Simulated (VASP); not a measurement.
# CdS (F-43m) in VASP: further runs

CdS is run at these levels: LDA; tasks: single point, relaxation of cell and atoms.

Everything below comes from runs of VASP 6.6.1. Logs are shortened: lines on timing, memory, paths and dates and some standing lists are left out, and cuts for length are marked.

### Step 1. The cell of the first run

Symmetry: F-43m, No. 216, cubic system. Conventional cell: a = 5.757 Å, b = 5.757 Å, c = 5.757 Å, α = 90.00°, β = 90.00°, γ = 90.00°. Within 3.3 Å of Cd (site symmetry -43m) lie 4 S at 2.49 Å. S (site symmetry -43m) has 4 Cd at 2.49 Å within 3.3 Å.

### Step 2. Single point, LDA

Contents of INCAR:

```
SYSTEM = CdS
PREC = Accurate ; ENCUT = 520
EDIFF = 1E-7 ; ISMEAR = 0
SIGMA = 0.02 ; LREAL = .False.
LASPH = .True. ; NELM = 80
ALGO = Normal ; ISIF = 2
LWAVE = .False. ; LCHARG = .False.
GGA = CA ; NBANDS = 16
```

Contents of KPOINTS:

```
Automatic mesh
0
Gamma
  8 8 8
  0 0 0
```

Contents of POSCAR:

```
CdS
1.0
    0.0000000000      2.8782537451      2.8782537451
    2.8782537451      0.0000000000      2.8782537451
    2.8782537451      2.8782537451      0.0000000000
Cd S
1 1
Direct
    0.0000000000      0.0000000000      0.0000000000
    0.2500000000      0.2500000000      0.2500000000
```

Potentials or basis: VASP PAW LDA potentials, release 64 (Cd, S).

Started as:

```bash
> cat potpaw_LDA.64/Cd/POTCAR potpaw_LDA.64/S/POTCAR > POTCAR
> mpirun -np 1 vasp_std > vasp.out
```

OUTCAR:

```text
SYSTEM = CdS
   PREC = Accurate
   ENCUT = 520
   EDIFF = 1E-7
   ISMEAR = 0
   LREAL = .False.
   LASPH = .True.
   NELM = 80
   ISIF = 2
   GGA = CA

 ion  position               nearest neighbor table
   1  0.000  0.000  0.000-   2 2.49   2 2.49   2 2.49   2 2.49
   2  0.250  0.250  0.250-   1 2.49   1 2.49   1 2.49   1 2.49

  LATTYP: Found a face centered cubic cell.
 ALAT       =     5.7565074902

  Lattice vectors:

 A1 = (   0.0000000000,   2.8782537451,   2.8782537451)
 A2 = (   2.8782537451,   0.0000000000,   2.8782537451)
 A3 = (   2.8782537451,   2.8782537451,   0.0000000000)

Analysis of symmetry for initial positions (statically):
=====================================================================
 Subroutine PRICEL returns:
 Original cell was already a primitive cell.

 Routine SETGRP: Setting up the symmetry group for a
 face centered cubic supercell.

 Subroutine GETGRP returns: Found 24 space group operations
 (whereof 24 operations were pure point group operations)
 out of a pool of 48 trial point group operations.

The static configuration has the point symmetry T_d .

Analysis of symmetry for dynamics (positions and initial velocities):
=====================================================================
 Subroutine PRICEL returns:
 Original cell was already a primitive cell.

 Routine SETGRP: Setting up the symmetry group for a
 face centered cubic supercell.

 Subroutine GETGRP returns: Found 24 space group operations
 (whereof 24 operations were pure point group operations)
 out of a pool of 48 trial point group operations.

The dynamic configuration has the point symmetry T_d .

 Subroutine INISYM returns: Found 24 space group operations
 (whereof 24 operations are pure point group operations),
 and found     1 'primitive' translations

----------------------------------------------------------------------------------------

                                     Primitive cell

  volume of cell :      47.6889

  direct lattice vectors                    reciprocal lattice vectors
     0.000000000  2.878253745  2.878253745    -0.173716442  0.173716442  0.173716442
     2.878253745  0.000000000  2.878253745     0.173716442 -0.173716442  0.173716442
     2.878253745  2.878253745  0.000000000     0.173716442  0.173716442 -0.173716442

  length of vectors
     4.070465482  4.070465482  4.070465482     0.300885704  0.300885704  0.300885704

  position of ions in fractional coordinates (direct lattice)
     0.000000000  0.000000000  0.000000000
     0.250000000  0.250000000  0.250000000

  ion indices of the primitive-cell ions
   primitive index   ion index
                 1           1
                 2           2

----------------------------------------------------------------------------------------

 KPOINTS: Automatic mesh

Automatic generation of k-mesh.
 Grid dimensions read from file:
 generate k-points for:    8    8    8

 Generating k-lattice:

  Cartesian coordinates                     Fractional coordinates (reciprocal lattice)
    -0.021714555  0.021714555  0.021714555     0.125000000  0.000000000  0.000000000
     0.021714555 -0.021714555  0.021714555     0.000000000  0.125000000  0.000000000
     0.021714555  0.021714555 -0.021714555     0.000000000  0.000000000  0.125000000

  Length of vectors
     0.037610713  0.037610713  0.037610713

  Shift w.r.t. Gamma in fractional coordinates (k-lattice)
     0.000000000  0.000000000  0.000000000

 Subroutine IBZKPT returns following result:
 ===========================================

 Found     29 irreducible k-points:

 Following reciprocal coordinates:
            Coordinates               Weight
  0.000000  0.000000  0.000000      1.000000
  0.125000  0.000000  0.000000      8.000000
  0.250000  0.000000  0.000000      8.000000
  0.375000  0.000000  0.000000      8.000000
  0.500000  0.000000  0.000000      4.000000
  0.125000  0.125000  0.000000      6.000000
[... 16 lines left out ...]
  0.500000  0.250000  0.125000     48.000000
 -0.375000  0.250000  0.125000     24.000000
 [... further k-points ...]
   k-points           NKPTS =     29   k-points in BZ     NKDIM =     29   number of bands    NBANDS=     16
   number of dos      NEDOS =    301   number of ions     NIONS =      2
   total plane-waves  NPLWV =  27000
   dimension x,y,z NGX =    30 NGY =   30 NGZ =   30
   dimension x,y,z NGXF=    60 NGYF=   60 NGZF=   60
   ions per type =               1   1
   NGX,Y,Z   is equivalent  to a cutoff of  12.25, 12.25, 12.25 a.u.
   NGXF,Y,Z  is equivalent  to a cutoff of  24.51, 24.51, 24.51 a.u.
 SYSTEM =  CdS
   PREC   = accura    normal or accurate (medium, high low for compatibility)
   ISTART =      0    job   : 0-new  1-cont  2-samecut
   ICHARG =      2    charge: 1-file 2-atom 10-const
   ISPIN  =      1    spin polarized calculation?
   LNONCOLLINEAR =      F non collinear calculations
   LSORBIT =      F    spin-orbit coupling
   LASPH  =      T    aspherical Exc in radial PAW
   ENCUT  =  520.0 eV  38.22 Ry    6.18 a.u.   7.57  7.57  7.57*2*pi/ulx,y,z
   NELM   =     80;   NELMIN=  2; NELMDL= -5     # of ELM steps
   EDIFF  = 0.1E-06   stopping-criterion for ELM
   LREAL  =      F    real-space projection
   EDIFFG = 0.1E-05   stopping-criterion for IOM
   NSW    =      0    number of steps for IOM
   IBRION =     -1    ionic relax: 0-MD 1-quasi-New 2-CG
   NFREE  =      0    steps in history (QN), initial steepest desc. (CG)
   ISIF   =      2    stress and relaxation
   ISYM   =      2    0-nonsym 1-usesym 2-fastsym
   POTIM  = 0.5000    time-step for ionic-motion
   TEBEG  =    0.0;   TEEND  =   0.0 temperature during run
   PSTRESS=    0.0 pullay stress
   NELECT =      18.0000    total number of electrons
   NUPDOWN=      -1.0000    fix difference up-down
   EMIN   =  10.00;   EMAX   =-10.00  energy-range for DOS
   EFERMI =   0.00;   METHOD = LEGACY
   ISMEAR =     0;   SIGMA  =   0.02  broadening in eV -4-tet -1-fermi 0-gaus
   EFERMI_NEDOS =   21; number of points for ismear=-14 and -15
   IALGO  =     38    algorithm
   IMIX   =      4    mixing-type and parameters
     AMIX     =   0.40;   BMIX     =  1.00
     AMIX_MAG =   1.60;   BMIX_MAG =  1.00
  volume/ion in A,a.u.               =      23.84       160.91
  Fermi-wavevector in a.u.,A,eV,Ry     =   1.183114  2.235761 19.044873  1.399759
  Thomas-Fermi vector in A             =   2.319355
   LORBIT       =      0    0 simple, 1 ext, 2 COOP (PROOUT), +10 PAW based schemes
   GGA     = CA    functional components
   LHFCALC =     F    Hartree Fock is set to
   AEXX    =    0.0000 exact exchange contribution
   IVDW    =     0    specifies the selected vdW correction
   LEPSILON=     F    determine dielectric tensor
   LRPA    =     F    only Hartree local field effects (RPA)
 non-spin polarized calculation
 Gauss-broadening in eV      SIGMA  =   0.02
  energy-cutoff  :      520.00
  volume of cell :       47.69
 maximum number of plane-waves:      1304
   NGX = 15   NGY = 15   NGZ = 15

 number of electron      18.0000008 magnetization

 Free energy of the ion-electron system (eV)
  ---------------------------------------------------
  ext. energy  EPLUGINS =         0.00000000
  ---------------------------------------------------
  free energy    TOTEN  =        -7.40670512 eV

  energy without entropy =       -7.40670512  energy(sigma->0) =       -7.40670512

 E-fermi :   1.5882     XC(G=0):  -9.7671

 val. band max:        1.4834445065   @ k =   0.0000   0.0000   0.0000
 cond. band min:       2.4607722146   @ k =   0.0000   0.0000   0.0000
 fundamental gap:      0.9773277082
 Fermi energy:         1.5881719764

 k-point     1 :       0.0000    0.0000    0.0000
  band No.  band energies     occupation
      1     -11.1274      2.00000
      2      -6.4545      2.00000
      3      -6.4545      2.00000
      4      -6.4545      2.00000
      5      -5.9138      2.00000
      6      -5.9138      2.00000
[... 8 lines left out ...]
     15      12.9869      0.00000
     16      12.9869      0.00000

 k-point     2 :       0.1250    0.0000    0.0000
  band No.  band energies     occupation
      1     -11.0572      2.00000
      2      -6.4293      2.00000
      3      -6.4293      2.00000
      4      -6.4014      2.00000
      5      -5.9153      2.00000
      6      -5.9153      2.00000
[... 8 lines left out ...]
     15      12.3131      0.00000
     16      13.3167      0.00000

 k-point     3 :       0.2500    0.0000    0.0000
  band No.  band energies     occupation
      1     -10.8863      2.00000
      2      -6.3749      2.00000
      3      -6.3749      2.00000
      4      -6.2011      2.00000
      5      -5.9096      2.00000
      6      -5.9096      2.00000
[... 8 lines left out ...]
     15      12.0565      0.00000
     16      12.5932      0.00000

 k-point     4 :       0.3750    0.0000    0.0000
  band No.  band energies     occupation
      1     -10.7153      2.00000
      2      -6.3333      2.00000
      3      -6.3333      2.00000
      4      -5.8868      2.00000
      5      -5.8868      2.00000
      6      -5.8055      2.00000
[... 8 lines left out ...]
     15      12.9519      0.00000
     16      12.9519      0.00000
[... 324 lines left out ...]
 k-point    22 :       0.3750    0.2500    0.1250
  band No.  band energies     occupation
      1     -10.7609      2.00000
      2      -6.3194      2.00000
      3      -6.2888      2.00000
      4      -6.1249      2.00000
      5      -5.9116      2.00000
      6      -5.8487      2.00000
[... 8 lines left out ...]
     15      13.4943      0.00000
     16      15.2911      0.00000

 k-point    23 :       0.5000    0.2500    0.1250
  band No.  band energies     occupation
      1     -10.6267      2.00000
      2      -6.2797      2.00000
      3      -6.2487      2.00000
      4      -5.9980      2.00000
      5      -5.8770      2.00000
      6      -5.6049      2.00000
[... 8 lines left out ...]
     15      14.2944      0.00000
     16      14.5929      0.00000

 k-point    24 :      -0.3750    0.2500    0.1250
  band No.  band energies     occupation
      1     -10.5721      2.00000
      2      -6.2753      2.00000
      3      -6.2291      2.00000
      4      -5.9482      2.00000
      5      -5.8846      2.00000
      6      -5.3612      2.00000
[... 8 lines left out ...]
     15      13.7124      0.00000
     16      14.6918      0.00000

 [... further k-points ...]
[... 5 lines left out ...]
  --------------------------------------------------------------------------------------
  -------------------------------------------------------------------------------------
  Total        0.1656073      0.1656073      0.1656073     -0.0000000      0.0000000     -0.0000000
  in kB        5.5638164      5.5638164      5.5638164     -0.0000000      0.0000000     -0.0000000
  external PRESSURE =       5.5638164 kB  Pullay stress =       0.0000000 kB

 VOLUME and BASIS-vectors are now :
 -----------------------------------------------------------------------------
  energy-cutoff  :      520.00
  volume of cell :       47.69
      direct lattice vectors                 reciprocal lattice vectors
     0.000000000  2.878253745  2.878253745    -0.173716442  0.173716442  0.173716442
     2.878253745  0.000000000  2.878253745     0.173716442 -0.173716442  0.173716442
     2.878253745  2.878253745  0.000000000     0.173716442  0.173716442 -0.173716442

 POSITION                                       TOTAL-FORCE (eV/Angst)
 -----------------------------------------------------------------------------------
      0.00000      0.00000      0.00000        -0.000000     -0.000000      0.000000
      1.43913      1.43913      1.43913         0.000000      0.000000     -0.000000
 -----------------------------------------------------------------------------------
    total drift:                               -0.000000     -0.000000     -0.000000

  FREE ENERGIE OF THE ION-ELECTRON SYSTEM (eV)
  ---------------------------------------------------
  free  energy   TOTEN  =        -7.4067051211 eV

  energy  without entropy=       -7.4067051211  energy(sigma->0) =       -7.40670512
```

Run time: 46 s. Hardware: 1 thread of Intel Xeon 8259CL, shared host; peak memory 0.16 GiB.

What came out:

- Free energy: -7.4067 eV
- Pressure: 0.6 GPa
- Band gap on the k mesh: 0.98 eV

Levels at points of the mesh, in eV from the valence-band top:
| k point | band 7 | band 8 | band 9 | band 10 | band 11 | band 12 |
| --- | --- | --- | --- | --- | --- | --- |
| (0.00, 0.00, 0.00) | 0.00 | 0.00 | 0.00 | 0.98 | 6.35 | 6.35 |
| (0.50, 0.00, 0.00) | -4.77 | -0.83 | -0.83 | 2.84 | 6.84 | 6.84 |
| (0.50, 0.50, 0.00) | -4.23 | -2.07 | -2.07 | 3.24 | 4.21 | 9.13 |

Expect the measured gap to be larger: semilocal functionals such as LDA lack the derivative discontinuity.

### Step 3. Relaxation of cell and atoms, LDA

This run uses another cell than the first one, of 24.81 Å³/atom.

Contents of INCAR:

```
SYSTEM = CdS
ALGO = Normal ; EDIFF = 1E-7
EDIFFG = -0.005 ; ENCUT = 600
IBRION = 2 ; ISIF = 3
ISMEAR = 0 ; LASPH = .True.
LCHARG = .False. ; LREAL = .False.
LWAVE = .False. ; NELM = 100
NSW = 100 ; PREC = Accurate
SIGMA = 0.02
```

Contents of KPOINTS:

```
k-points
0
Gamma
  8 8 8
  0 0 0
```

Contents of POSCAR:

```
CdS
1.0
    0.0000000000      2.9165000000      2.9165000000
    2.9165000000      0.0000000000      2.9165000000
    2.9165000000      2.9165000000      0.0000000000
Cd S
1 1
Direct
    0.0000000000      0.0000000000      0.0000000000
    0.2500000000      0.2500000000      0.2500000000
```

Potentials or basis: VASP PAW LDA potentials, release 64 (Cd, S).

Started as:

```bash
> cat potpaw_LDA.64/Cd/POTCAR potpaw_LDA.64/S/POTCAR > POTCAR
> mpirun -np 1 vasp_std > vasp.out
```

Run time: 2.2 min. Hardware: 1 thread of Intel Xeon 8259CL, shared host; peak memory 0.2 GiB.

Results (log left out):

* Free energy: -7.4079 eV
* Relaxed volume: 24.02 Å³/atom
* Relaxed cell: a = 4.081 Å, b = 4.081 Å, c = 4.081 Å, α = 60.00°, β = 60.00°, γ = 60.00°
* Space group after relaxing (to 0.1 Å): F-43m (No. 216)
* Energy gained by relaxing: 5.1 meV/atom
* Ionic steps: 3
* Pressure after relaxing: 0.0 GPa
* Band gap on the k mesh: 0.96 eV

Step by step:
| step | energy change (eV) | largest force (eV/Å) | pressure (GPa) | volume (Å³) |
| --- | --- | --- | --- | --- |
| 1 | 0.0000 | 0.0000 | -2.02 | 49.62 |
| 2 | -0.0083 | 0.0000 | 0.96 | 47.40 |
| 3 | -0.0102 | 0.0000 | 0.00 | 48.05 |

Final structure:
```
Cd S
1.0
     0.00000    2.88549    2.88549
     2.88549    0.00000    2.88549
     2.88549    2.88549    0.00000
Cd S
1 1
Direct
  0.00000 0.00000 0.00000
  0.25000 0.25000 0.25000
```

Levels at points of the mesh, in eV from the valence-band top:
| k point | band 6 | band 7 | band 8 | band 9 | band 10 | band 11 | band 12 | band 13 |
| --- | --- | --- | --- | --- | --- | --- | --- | --- |
| (0.00, 0.00, 0.00) | -7.38 | 0.00 | 0.00 | 0.00 | 0.96 | 6.35 | 6.35 | 6.35 |
| (0.50, 0.00, 0.00) | -6.96 | -4.72 | -0.82 | -0.82 | 2.83 | 6.84 | 6.84 | 7.32 |
| (0.50, 0.50, 0.00) | -6.90 | -4.20 | -2.04 | -2.04 | 3.25 | 4.20 | 9.10 | 10.74 |
